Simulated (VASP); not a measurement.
GeB26P27 (a cell with a defect): electric field gradients with PBE

System: GeB26P27 (a cell with a defect).

```
CELL_PARAMETERS angstrom
0.00000 6.80700 6.80700
6.80700 0.00000 6.80700
6.80700 6.80700 0.00000
ATOMIC_POSITIONS crystal
Ge 0.00000 0.00000 0.00000
B 0.00000 0.00000 0.33333
B 0.00000 0.00000 0.66667
B 0.00000 0.33333 0.00000
B 0.00000 0.33333 0.33333
B 0.00000 0.33333 0.66667
B 0.00000 0.66667 0.00000
B 0.00000 0.66667 0.33333
B 0.00000 0.66667 0.66667
B 0.33333 0.00000 0.00000
B 0.33333 0.00000 0.33333
B 0.33333 0.00000 0.66667
B 0.33333 0.33333 0.00000
B 0.33333 0.33333 0.33333
B 0.33333 0.33333 0.66667
B 0.33333 0.66667 0.00000
B 0.33333 0.66667 0.33333
B 0.33333 0.66667 0.66667
B 0.66667 0.00000 0.00000
B 0.66667 0.00000 0.33333
B 0.66667 0.00000 0.66667
B 0.66667 0.33333 0.00000
B 0.66667 0.33333 0.33333
B 0.66667 0.33333 0.66667
B 0.66667 0.66667 0.00000
B 0.66667 0.66667 0.33333
B 0.66667 0.66667 0.66667
P 0.08333 0.08333 0.08333
P 0.08333 0.08333 0.41667
P 0.08333 0.08333 0.75000
P 0.08333 0.41667 0.08333
P 0.08333 0.41667 0.41667
P 0.08333 0.41667 0.75000
P 0.08333 0.75000 0.08333
P 0.08333 0.75000 0.41667
P 0.08333 0.75000 0.75000
P 0.41667 0.08333 0.08333
P 0.41667 0.08333 0.41667
P 0.41667 0.08333 0.75000
P 0.41667 0.41667 0.08333
P 0.41667 0.41667 0.41667
P 0.41667 0.41667 0.75000
P 0.41667 0.75000 0.08333
P 0.41667 0.75000 0.41667
P 0.41667 0.75000 0.75000
P 0.75000 0.08333 0.08333
P 0.75000 0.08333 0.41667
P 0.75000 0.08333 0.75000
P 0.75000 0.41667 0.08333
P 0.75000 0.41667 0.41667
P 0.75000 0.41667 0.75000
P 0.75000 0.75000 0.08333
P 0.75000 0.75000 0.41667
P 0.75000 0.75000 0.75000
```

| Item | Value |
| --- | --- |
| Program | VASP 6.6.1 |
| Task | electric field gradients |
| Functional | PBE |
| Potentials or basis | VASP PAW PBE potentials, release 64 (Ge_d, B, P) |
| Cutoff | 520 eV |
| k mesh | 3 × 3 × 3 |
| Occupations | fermi-dirac, width 0.01 eV |
| Spin | no spin polarisation |
| Dipole correction | no |
| Charge | 1 |
| Further INCAR settings | LREAL = Auto; ALGO = Normal; EDIFF = 1e-08; NBANDS = 146; NELECT = 226.0 |

The largest force is 8.399 eV/Å. The largest electric field gradient by atom is Ge +0.0; B +2.8, -0.4, -0.6 (each value once); P -6.5, +5.4, -3.8, +0.2, +0.0 (each value once) V/Å².

Forces in eV/Å, atoms in the order of the input:
```
Ge   0.000  0.000  0.000
B    0.080  0.080 -0.246
B   -0.080 -0.080 -0.246
B    0.080 -0.246  0.080
B    0.036 -0.036 -0.036
B    0.246 -0.080  0.080
B   -0.080 -0.246 -0.080
B    0.246  0.080 -0.080
B    0.062 -0.062 -0.062
B   -0.246  0.080  0.080
B   -0.036  0.036 -0.036
B   -0.080  0.246  0.080
B   -0.036 -0.036  0.036
B    0.036  0.036  0.036
B    0.000  0.000  0.000
B   -0.080  0.080  0.246
B    0.000  0.000  0.000
B    0.000  0.000  0.000
B   -0.246 -0.080 -0.080
B    0.080  0.246 -0.080
B   -0.062  0.062 -0.062
B    0.080 -0.080  0.246
B    0.000  0.000  0.000
B    0.000  0.000  0.000
B   -0.062 -0.062  0.062
B    0.000  0.000  0.000
B    0.062  0.062  0.062
P    4.849  4.849  4.849
P    0.000  0.000  0.205
P   -4.849 -4.849  4.849
P    0.000  0.205  0.000
P   -0.205  0.000  0.000
P   -0.041  0.041  0.115
P   -4.849  4.849 -4.849
P   -0.041  0.115  0.041
P   -0.115  0.041  0.041
P    0.205  0.000  0.000
P    0.000 -0.205  0.000
P    0.041 -0.041  0.115
P    0.000  0.000 -0.205
P   -0.002 -0.002 -0.002
P    0.002  0.002 -0.002
P    0.041  0.115 -0.041
P    0.002 -0.002  0.002
P   -0.115 -0.041 -0.041
P    4.849 -4.849 -4.849
P    0.115 -0.041  0.041
P    0.041 -0.115  0.041
P    0.115  0.041 -0.041
P   -0.002  0.002  0.002
P   -0.041 -0.115 -0.041
P    0.041  0.041 -0.115
P   -0.041 -0.041 -0.115
P    0.000  0.000  0.000
```

Levels at points of the mesh, in eV from the Fermi level:
| k point | band 109 | band 110 | band 111 | band 112 | band 113 | band 114 | band 115 | band 116 | band 117 | band 118 |
| --- | --- | --- | --- | --- | --- | --- | --- | --- | --- | --- |
| (0.00, 0.00, 0.00) | -1.65 | -1.65 | -0.24 | -0.24 | -0.24 | 1.03 | 1.03 | 1.04 | 1.04 | 1.04 |

Electric field gradients, principal values (V/Å²):
```tsv
atom	least	middle	greatest (by size)
1 Ge	-0.005	-0.005	0.009
2 B	-1.296	-1.527	2.823
3 B	-1.294	-1.527	2.821
4 B	-1.296	-1.527	2.823
5 B	0.218	0.218	-0.435
6 B	-1.296	-1.526	2.822
7 B	-1.294	-1.527	2.821
8 B	-1.296	-1.526	2.822
9 B	0.283	0.283	-0.565
10 B	-1.296	-1.527	2.823
11 B	0.218	0.218	-0.435
12 B	-1.296	-1.526	2.822
13 B	0.218	0.218	-0.435
14 B	0.218	0.218	-0.435
15 B	0.020	0.336	-0.356
16 B	-1.296	-1.526	2.822
17 B	0.020	0.336	-0.356
18 B	0.020	0.336	-0.356
19 B	-1.294	-1.527	2.821
20 B	-1.296	-1.526	2.822
21 B	0.283	0.283	-0.565
22 B	-1.296	-1.526	2.822
23 B	0.020	0.336	-0.356
24 B	0.020	0.336	-0.356
25 B	0.283	0.283	-0.565
26 B	0.020	0.336	-0.356
27 B	0.283	0.283	-0.565
28 P	3.236	3.236	-6.472
29 P	-0.804	-4.623	5.428
30 P	3.236	3.236	-6.472
31 P	-0.804	-4.623	5.428
32 P	-0.804	-4.624	5.428
33 P	0.688	3.062	-3.751
34 P	3.236	3.236	-6.472
35 P	0.688	3.062	-3.751
36 P	0.688	3.062	-3.751
37 P	-0.804	-4.623	5.428
38 P	-0.804	-4.624	5.428
39 P	0.688	3.062	-3.751
40 P	-0.804	-4.624	5.428
41 P	-0.111	-0.111	0.221
42 P	-0.111	-0.111	0.222
43 P	0.688	3.062	-3.751
44 P	-0.111	-0.111	0.222
45 P	0.689	3.062	-3.751
46 P	3.236	3.236	-6.472
47 P	0.688	3.062	-3.751
48 P	0.688	3.062	-3.751
49 P	0.688	3.062	-3.751
50 P	-0.111	-0.111	0.222
51 P	0.689	3.062	-3.751
52 P	0.688	3.062	-3.751
53 P	0.689	3.062	-3.751
54 P	0.000	0.000	0.000
```

Run time: 33 min on 1 thread of Intel Xeon 8259CL, with other jobs on the host, peak memory 0.87 GiB.

Caveat: the cell carries a net charge on a neutralising background, which shifts energy and pressure; the cell is charged against a uniform background, so pressure and absolute levels hang on convention; without QUAD_EFG the Cq values of the log hold for a quadrupole moment of 1 mb, not for the nuclei.
